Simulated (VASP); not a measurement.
# RbBr (Fm-3m) in VASP: notebook

The runs below take RbBr through relaxation of the atoms, with r2SCAN.

All numbers are computed with VASP 6.6.1; they aren't measurements. Logs are shortened: lines on timing, memory, paths and dates and some standing lists are left out, and cuts for length are marked.

## (1) The cell of the first run

The structure is cubic, space group Fm-3m (No. 225). Conventional cell: a = 5.093 Å, b = 5.093 Å, c = 5.093 Å, α = 90.00°, β = 90.00°, γ = 90.00°. Rb (site symmetry m-3m) has 6 Br at 2.55 Å within 3.4 Å. Within 3.4 Å of Br (site symmetry m-3m) lie 6 Rb at 2.55 Å.

## (2) Relaxation of the atoms, r2SCAN

POSCAR

```
RbBr
1.0
    0.0000000000      2.5463659964      2.5463659964
    2.5463659964      0.0000000000      2.5463659964
    2.5463659964      2.5463659964      0.0000000000
Rb Br
1 1
Direct
    0.0000000000      0.0000000000      0.0000000000
    0.5000000000      0.5000000000      0.5000000000
```

INCAR.step1

```
SYSTEM = RbBr
PREC     = Accurate       ! precision mode
ENCUT    = 520            ! plane-wave cutoff, eV
ISMEAR   = -1             ! smearing method
SIGMA    = 0.03           ! smearing width, eV
LREAL    = .False.        ! projectors in reciprocal space
LASPH    = .True.         ! aspherical terms in the spheres
NELM     = 60             ! most SCF steps
GGA      = PE             ! functional
ALGO     = Normal         ! electronic algorithm
EDIFF    = 1E-4           ! SCF threshold, eV
LWAVE    = .True.         ! write WAVECAR
LCHARG   = .False.        ! write CHGCAR
```

INCAR.step2

```
SYSTEM = RbBr
PREC     = Accurate       ! precision mode
ENCUT    = 520            ! plane-wave cutoff, eV
EDIFF    = 1E-7           ! SCF threshold, eV
ISMEAR   = -1             ! smearing method
SIGMA    = 0.03           ! smearing width, eV
LREAL    = .False.        ! projectors in reciprocal space
LASPH    = .True.         ! aspherical terms in the spheres
NELM     = 60             ! most SCF steps
ALGO     = Normal         ! electronic algorithm
ISIF     = 2              ! what is computed and relaxed
LWAVE    = .False.        ! write WAVECAR
LCHARG   = .False.        ! write CHGCAR
METAGGA  = R2SCAN         ! meta-GGA
LMIXTAU  = .True.       
IBRION   = 2              ! ionic algorithm
NSW      = 50             ! ionic steps
EDIFFG   = -0.01          ! ionic threshold
ISTART   = 1
```

KPOINTS

```
Automatic mesh
0
Gamma
  7 7 7
  0 0 0
```

Potentials or basis: VASP PAW PBE potentials, release 64 (Rb_sv, Br).

Run with:

```console
> cat potpaw_PBE.64/Rb_sv/POTCAR potpaw_PBE.64/Br/POTCAR > POTCAR
> cp INCAR.step1 INCAR
> mpirun -np 1 vasp_std > vasp.out
> cp INCAR.step2 INCAR
> mpirun -np 1 vasp_std > vasp.out
```

OUTCAR:

```text
SYSTEM = RbBr
   PREC = Accurate
   ENCUT = 520
   EDIFF = 1E-7
   ISMEAR = -1
   LREAL = .False.
   LASPH = .True.
   NELM = 60
   ISIF = 2
   METAGGA = R2SCAN
   IBRION = 2
   NSW = 50
   EDIFFG = -0.01
   ISTART = 1

 ion  position               nearest neighbor table
   1  0.000  0.000  0.000-   2 2.55   2 2.55   2 2.55   2 2.55   2 2.55   2 2.55
   2  0.500  0.500  0.500-   1 2.55   1 2.55   1 2.55   1 2.55   1 2.55   1 2.55

  LATTYP: Found a face centered cubic cell.
 ALAT       =     5.0927319928

  Lattice vectors:

 A1 = (   0.0000000000,   2.5463659964,   2.5463659964)
 A2 = (   2.5463659964,   0.0000000000,   2.5463659964)
 A3 = (   2.5463659964,   2.5463659964,   0.0000000000)

Analysis of symmetry for initial positions (statically):
=====================================================================
 Subroutine PRICEL returns:
 Original cell was already a primitive cell.

 Routine SETGRP: Setting up the symmetry group for a
 face centered cubic supercell.

 Subroutine GETGRP returns: Found 48 space group operations
 (whereof 48 operations were pure point group operations)
 out of a pool of 48 trial point group operations.

The static configuration has the point symmetry O_h .

Analysis of symmetry for dynamics (positions and initial velocities):
=====================================================================
 Subroutine PRICEL returns:
 Original cell was already a primitive cell.

 Routine SETGRP: Setting up the symmetry group for a
 face centered cubic supercell.

 Subroutine GETGRP returns: Found 48 space group operations
 (whereof 48 operations were pure point group operations)
 out of a pool of 48 trial point group operations.

The dynamic configuration has the point symmetry O_h .

 Subroutine INISYM returns: Found 48 space group operations
 (whereof 48 operations are pure point group operations),
 and found     1 'primitive' translations

----------------------------------------------------------------------------------------

                                     Primitive cell

  volume of cell :      33.0212

  direct lattice vectors                    reciprocal lattice vectors
     0.000000000  2.546365996  2.546365996    -0.196358261  0.196358261  0.196358261
     2.546365996  0.000000000  2.546365996     0.196358261 -0.196358261  0.196358261
     2.546365996  2.546365996  0.000000000     0.196358261  0.196358261 -0.196358261

  length of vectors
     3.601105327  3.601105327  3.601105327     0.340102485  0.340102485  0.340102485

  position of ions in fractional coordinates (direct lattice)
     0.000000000  0.000000000  0.000000000
     0.500000000  0.500000000  0.500000000

  ion indices of the primitive-cell ions
   primitive index   ion index
                 1           1
                 2           2

----------------------------------------------------------------------------------------

 KPOINTS: Automatic mesh

Automatic generation of k-mesh.
 Grid dimensions read from file:
 generate k-points for:    7    7    7

 Generating k-lattice:

  Cartesian coordinates                     Fractional coordinates (reciprocal lattice)
    -0.028051180  0.028051180  0.028051180     0.142857143  0.000000000  0.000000000
     0.028051180 -0.028051180  0.028051180     0.000000000  0.142857143  0.000000000
     0.028051180  0.028051180 -0.028051180     0.000000000  0.000000000  0.142857143

  Length of vectors
     0.048586069  0.048586069  0.048586069

  Shift w.r.t. Gamma in fractional coordinates (k-lattice)
     0.000000000  0.000000000  0.000000000

 Subroutine IBZKPT returns following result:
 ===========================================

 Found     20 irreducible k-points:

 Following reciprocal coordinates:
            Coordinates               Weight
  0.000000  0.000000  0.000000      1.000000
  0.142857  0.000000  0.000000      8.000000
  0.285714  0.000000  0.000000      8.000000
  0.428571  0.000000  0.000000      8.000000
  0.142857  0.142857  0.000000      6.000000
  0.285714  0.142857  0.000000     24.000000
[... 12 lines left out ...]
 -0.428571  0.428571  0.142857     24.000000
 -0.285714  0.428571  0.142857     24.000000
   k-points           NKPTS =     20   k-points in BZ     NKDIM =     20   number of bands    NBANDS=     12
   number of dos      NEDOS =    301   number of ions     NIONS =      2
   total plane-waves  NPLWV =  21952
   dimension x,y,z NGX =    28 NGY =   28 NGZ =   28
   dimension x,y,z NGXF=    56 NGYF=   56 NGZF=   56
   ions per type =               1   1
   NGX,Y,Z   is equivalent  to a cutoff of  12.93, 12.93, 12.93 a.u.
   NGXF,Y,Z  is equivalent  to a cutoff of  25.85, 25.85, 25.85 a.u.
 SYSTEM =  RbBr
   PREC   = accura    normal or accurate (medium, high low for compatibility)
   ISTART =      1    job   : 0-new  1-cont  2-samecut
   ICHARG =      0    charge: 1-file 2-atom 10-const
   ISPIN  =      1    spin polarized calculation?
   LNONCOLLINEAR =      F non collinear calculations
   LSORBIT =      F    spin-orbit coupling
   LASPH  =      T    aspherical Exc in radial PAW
   ENCUT  =  520.0 eV  38.22 Ry    6.18 a.u.   6.70  6.70  6.70*2*pi/ulx,y,z
   NELM   =     60;   NELMIN=  2; NELMDL=  0     # of ELM steps
   EDIFF  = 0.1E-06   stopping-criterion for ELM
   LREAL  =      F    real-space projection
   EDIFFG = -.1E-01   stopping-criterion for IOM
   NSW    =     50    number of steps for IOM
   IBRION =      2    ionic relax: 0-MD 1-quasi-New 2-CG
   NFREE  =      1    steps in history (QN), initial steepest desc. (CG)
   ISIF   =      2    stress and relaxation
   ISYM   =      2    0-nonsym 1-usesym 2-fastsym
   POTIM  = 0.5000    time-step for ionic-motion
   TEBEG  =    0.0;   TEEND  =   0.0 temperature during run
   PSTRESS=    0.0 pullay stress
   NELECT =      16.0000    total number of electrons
   NUPDOWN=      -1.0000    fix difference up-down
   EMIN   =  10.00;   EMAX   =-10.00  energy-range for DOS
   EFERMI =   0.00;   METHOD = LEGACY
   ISMEAR =    -1;   SIGMA  =   0.03  broadening in eV -4-tet -1-fermi 0-gaus
   EFERMI_NEDOS =   21; number of points for ismear=-14 and -15
   IALGO  =     38    algorithm
   IMIX   =      4    mixing-type and parameters
     AMIX     =   0.40;   BMIX     =  1.00
     AMIX_MAG =   1.60;   BMIX_MAG =  1.00
  volume/ion in A,a.u.               =      16.51       111.42
  Fermi-wavevector in a.u.,A,eV,Ry     =   1.285831  2.429869 22.495358  1.653362
  Thomas-Fermi vector in A             =   2.417942
   LORBIT       =      0    0 simple, 1 ext, 2 COOP (PROOUT), +10 PAW based schemes
   METAGGA = R2SCAN    functional components
   LHFCALC =     F    Hartree Fock is set to
   AEXX    =    0.0000 exact exchange contribution
   IVDW    =     0    specifies the selected vdW correction
   LEPSILON=     F    determine dielectric tensor
   LRPA    =     F    only Hartree local field effects (RPA)
 conjugate gradient relaxation of ions
 non-spin polarized calculation
  energy-cutoff  :      520.00
  volume of cell :       33.02
 maximum number of plane-waves:       911
   NGX = 13   NGY = 13   NGZ = 13

 number of electron      15.9999998 magnetization

 Free energy of the ion-electron system (eV)
  ---------------------------------------------------
  ext. energy  EPLUGINS =         0.00000000
  ---------------------------------------------------
  free energy    TOTEN  =       -22.96042028 eV

  energy without entropy =      -22.96042028  energy(sigma->0) =      -22.96042028

 E-fermi :   6.5842     XC(G=0): -12.0807

 val. band max:        5.9284167452   @ k =  -0.4286   0.4286   0.0000
 cond. band min:       7.2345262805   @ k =   0.4286   0.4286   0.0000
 fundamental gap:      1.3061095352
 Fermi energy:         6.5842286477

 k-point     1 :       0.0000    0.0000    0.0000
  band No.  band energies     occupation
      1     -21.3118      2.00000
      2      -9.4437      2.00000
      3      -4.2943      2.00000
      4      -4.2943      2.00000
      5      -4.2943      2.00000
      6       4.7315      2.00000
      7       4.7315      2.00000
      8       4.7315      2.00000
      9      10.5902      0.00000
     10      10.5902      0.00000
     11      10.5902      0.00000
     12      12.6659      0.00000

 k-point     2 :       0.1429    0.0000    0.0000
  band No.  band energies     occupation
      1     -21.1873      2.00000
      2      -9.9976      2.00000
      3      -4.2784      2.00000
      4      -4.2784      2.00000
      5      -3.8334      2.00000
      6       3.8711      2.00000
      7       4.0076      2.00000
      8       4.0076      2.00000
      9      10.6517      0.00000
     10      11.1831      0.00000
     11      11.1831      0.00000
     12      14.0070      0.00000

 k-point     3 :       0.2857    0.0000    0.0000
  band No.  band energies     occupation
      1     -20.8842      2.00000
      2     -11.0657      2.00000
      3      -4.2294      2.00000
      4      -4.2294      2.00000
      5      -2.9421      2.00000
      6       2.2943      2.00000
      7       2.7732      2.00000
      8       2.7732      2.00000
      9      11.3589      0.00000
     10      12.8584      0.00000
     11      12.8584      0.00000
     12      16.9082      0.00000
[... 226 lines left out ...]
 k-point    19 :      -0.4286    0.4286    0.1429
  band No.  band energies     occupation
      1     -20.4389      2.00000
      2     -10.8076      2.00000
      3      -6.5964      2.00000
      4      -5.8903      2.00000
      5      -4.2073      2.00000
      6       3.3372      2.00000
      7       5.2655      2.00000
      8       5.2787      2.00000
      9       8.8980      0.00000
     10      15.0094      0.00000
     11      16.1513      0.00000
     12      18.9094      0.00000

 k-point    20 :      -0.2857    0.4286    0.1429
  band No.  band energies     occupation
      1     -20.4059      2.00000
      2     -11.0226      2.00000
      3      -6.6317      2.00000
      4      -5.9509      2.00000
      5      -3.4338      2.00000
      6       2.2272      2.00000
      7       4.8489      2.00000
      8       5.5264      2.00000
      9      10.7580      0.00000
     10      12.5828      0.00000
     11      17.3605      0.00000
     12      18.1084      0.00000

------------------------ aborting loop because EDIFF is reached ----------------------------------------

  FORCE on cell =-STRESS in cart. coord.  units (eV):
  Direction    XX          YY          ZZ          XY          YZ          ZX
  --------------------------------------------------------------------------------------
  -------------------------------------------------------------------------------------
  Total       26.0709134     26.0709134     26.0709134      0.0000000      0.0000000      0.0000000
  in kB     1264.9529018   1264.9529018   1264.9529018      0.0000000      0.0000000      0.0000000
  external PRESSURE =    1264.9529018 kB  Pullay stress =       0.0000000 kB

 VOLUME and BASIS-vectors are now :
 -----------------------------------------------------------------------------
  energy-cutoff  :      520.00
  volume of cell :       33.02
      direct lattice vectors                 reciprocal lattice vectors
     0.000000000  2.546365996  2.546365996    -0.196358261  0.196358261  0.196358261
     2.546365996  0.000000000  2.546365996     0.196358261 -0.196358261  0.196358261
     2.546365996  2.546365996  0.000000000     0.196358261  0.196358261 -0.196358261

 POSITION                                       TOTAL-FORCE (eV/Angst)
 -----------------------------------------------------------------------------------
      0.00000      0.00000      0.00000         0.000000      0.000000     -0.000000
      2.54637      2.54637      2.54637        -0.000000      0.000000      0.000000
 -----------------------------------------------------------------------------------
    total drift:                                0.000000      0.000000      0.000000

  FREE ENERGIE OF THE ION-ELECTRON SYSTEM (eV)
  ---------------------------------------------------
  free  energy   TOTEN  =       -22.9604202836 eV

  energy  without entropy=      -22.9604202836  energy(sigma->0) =      -22.96042028

 reached required accuracy - stopping structural energy minimisation
```

Wall time 23 s (1 thread of Intel Xeon 6975P-C (Granite Rapids), shared host); peak memory 0.16 GiB.

What came out:

| Item | Value |
| --- | --- |
| Free energy | -22.9604 eV |
| Pressure after relaxing | 126.5 GPa |
| Band gap on the k mesh | 1.31 eV (least direct gap 1.72 eV) |

Final structure:
```xyz
2
Lattice="0.0000 2.5464 2.5464 2.5464 0.0000 2.5464 2.5464 2.5464 0.0000" Properties=species:S:1:pos:R:3 pbc="T T T"
Rb    0.0000    0.0000    0.0000
Br    2.5464    2.5464    2.5464
```

Caveat: the relaxation stopped at its first step, so nothing moved; the PAW data sets were made with another functional, which shifts forces and pressure a little; an odd mesh through Γ misses points on the zone boundary, where band edges can lie.

## (3) Relaxation of the atoms, r2SCAN

This run uses another cell than the first one, of 18.57 Å³/atom.

POSCAR

```
RbBr
1.0
    0.0000000000      2.6483273584      2.6483273584
    2.6483273584      0.0000000000      2.6483273584
    2.6483273584      2.6483273584      0.0000000000
Rb Br
1 1
Direct
    0.0000000000      0.0000000000      0.0000000000
    0.5000000000      0.5000000000      0.5000000000
```

INCAR.step1

```
SYSTEM = RbBr
ALGO = Normal ; EDIFF = 1E-4
ENCUT = 520 ; GGA = PE
ISMEAR = -1 ; LASPH = .True.
LCHARG = .False. ; LREAL = .False.
LWAVE = .True. ; NELM = 80
PREC = Accurate ; SIGMA = 0.03
```

INCAR.step2

```
SYSTEM = RbBr
ALGO = Normal ; EDIFF = 1E-7
EDIFFG = -0.01 ; ENCUT = 520
IBRION = 2 ; ISIF = 2
ISMEAR = -1 ; ISTART = 1
LASPH = .True. ; LCHARG = .False.
LMIXTAU = .True. ; LREAL = .False.
LWAVE = .False. ; METAGGA = R2SCAN
NELM = 80 ; NSW = 50
PREC = Accurate ; SIGMA = 0.03
```

KPOINTS

```
k-points
0
Gamma
  7 7 7
  0 0 0
```

Potentials or basis: VASP PAW PBE potentials, release 64 (Rb_sv, Br).

Run with:

```console
> cat potpaw_PBE.64/Rb_sv/POTCAR potpaw_PBE.64/Br/POTCAR > POTCAR
> cp INCAR.step1 INCAR
> mpirun -np 1 vasp_std > vasp.out
> cp INCAR.step2 INCAR
> mpirun -np 1 vasp_std > vasp.out
```

Wall time 26 s (1 thread of Intel Xeon 6975P-C (Granite Rapids), shared host); peak memory 0.16 GiB.

It converged, with:

| Quantity | Value |
| --- | --- |
| Free energy | -25.6288 eV |
| Pressure after relaxing | 83.9 GPa |
| Band gap on the k mesh | 2.73 eV (least direct gap 2.98 eV) |

Final structure:
```
CELL_PARAMETERS angstrom
0.00000 2.64833 2.64833
2.64833 0.00000 2.64833
2.64833 2.64833 0.00000
ATOMIC_POSITIONS crystal
Rb 0.00000 0.00000 0.00000
Br 0.50000 0.50000 0.50000
```

Levels at points of the mesh, in eV from the valence-band top:
| k point | band 6 | band 7 | band 8 | band 9 | band 10 | band 11 |
| --- | --- | --- | --- | --- | --- | --- |
| (0.00, 0.00, 0.00) | -0.65 | -0.65 | -0.65 | 5.81 | 5.81 | 5.81 |

Caveat: the relaxation stopped at its first step, so nothing moved; the PAW data sets were made with another functional, which shifts forces and pressure a little; an odd mesh through Γ misses points on the zone boundary, where band edges can lie.

## (4) Relaxation of the atoms, r2SCAN

This run uses another cell than the first one, of 22.70 Å³/atom.

POSCAR

```
RbBr
1.0
    0.0000000000      2.8315336397      2.8315336397
    2.8315336397      0.0000000000      2.8315336397
    2.8315336397      2.8315336397      0.0000000000
Rb Br
1 1
Direct
    0.0000000000      0.0000000000      0.0000000000
    0.5000000000      0.5000000000      0.5000000000
```

INCAR.step1

```
SYSTEM = RbBr
PREC = Accurate ; ENCUT = 520
ISMEAR = -1 ; SIGMA = 0.03
LREAL = .FALSE. ; LASPH = .TRUE.
NELM = 80 ; GGA = PE
ALGO = Normal ; EDIFF = 1E-4
LWAVE = .TRUE. ; LCHARG = .FALSE.
```

INCAR.step2

```
SYSTEM = RbBr
PREC = Accurate ; ENCUT = 520
EDIFF = 1E-7 ; ISMEAR = -1
SIGMA = 0.03 ; LREAL = .FALSE.
LASPH = .TRUE. ; NELM = 80
ALGO = Normal ; ISIF = 2
LWAVE = .FALSE. ; LCHARG = .FALSE.
METAGGA = R2SCAN ; LMIXTAU = .TRUE.
IBRION = 2 ; NSW = 50
EDIFFG = -0.01 ; ISTART = 1
```

KPOINTS

```
regular mesh
0
G
  7 7 7
  0 0 0
```

Run with:

```console
> cat potpaw_PBE.64/Rb_sv/POTCAR potpaw_PBE.64/Br/POTCAR > POTCAR
> cp INCAR.step1 INCAR
> mpirun -np 1 vasp_std > vasp.out
> cp INCAR.step2 INCAR
> mpirun -np 1 vasp_std > vasp.out
```

Run time: 25 s. Hardware: 1 thread of Intel Xeon 6975P-C (Granite Rapids), shared host; peak memory 0.17 GiB.

The run converged. Its results:

```yaml
Free_energy: -28.6305 eV
Pressure_after_relaxing: 38.8 GPa
Band_gap_on_the_k_mesh: 4.47 eV
```

Final structure:
```xyz
2
Lattice="0.0000 2.8315 2.8315 2.8315 0.0000 2.8315 2.8315 2.8315 0.0000" Properties=species:S:1:pos:R:3 pbc="T T T"
Rb    0.0000    0.0000    0.0000
Br    2.8315    2.8315    2.8315
```

Levels at points of the mesh, in eV from the valence-band top:
```tsv
k point	band 4	band 5	band 6	band 7	band 8	band 9	band 10	band 11	band 12
(0.00, 0.00, 0.00)	-8.34	-8.34	-0.08	-0.08	-0.08	7.12	7.12	7.12	7.12
```

Caveat: the relaxation stopped at its first step, so nothing moved; the PAW data sets were made with another functional, which shifts forces and pressure a little; an odd mesh through Γ misses points on the zone boundary, where band edges can lie.

## (5) Overview

```tsv
cell	gap on the mesh (eV)	pressure (GPa)
atoms relaxed from a = 3.601 Å, angles 60.0°, 2 atoms	1.31	126.5
atoms relaxed from a = 3.745 Å, angles 60.0°, 2 atoms	2.73	83.9
atoms relaxed from a = 4.004 Å, angles 60.0°, 2 atoms	4.47	38.8
```

Alike in all rows: task relaxation of the atoms; level r2SCAN; potentials or basis VASP PAW PBE potentials, release 64 (Rb_sv, Br); no spin polarisation; k mesh 7 × 7 × 7; cutoff (eV) 520; smearing fermi-dirac 0.03 eV.

Caveats: the relaxation stopped at its first step, so nothing moved; the PAW data sets were made with another functional, which shifts forces and pressure a little; an odd mesh through Γ misses points on the zone boundary, where band edges can lie.

Total energies depend on the potentials used, so only differences within one code and one set of settings carry meaning.
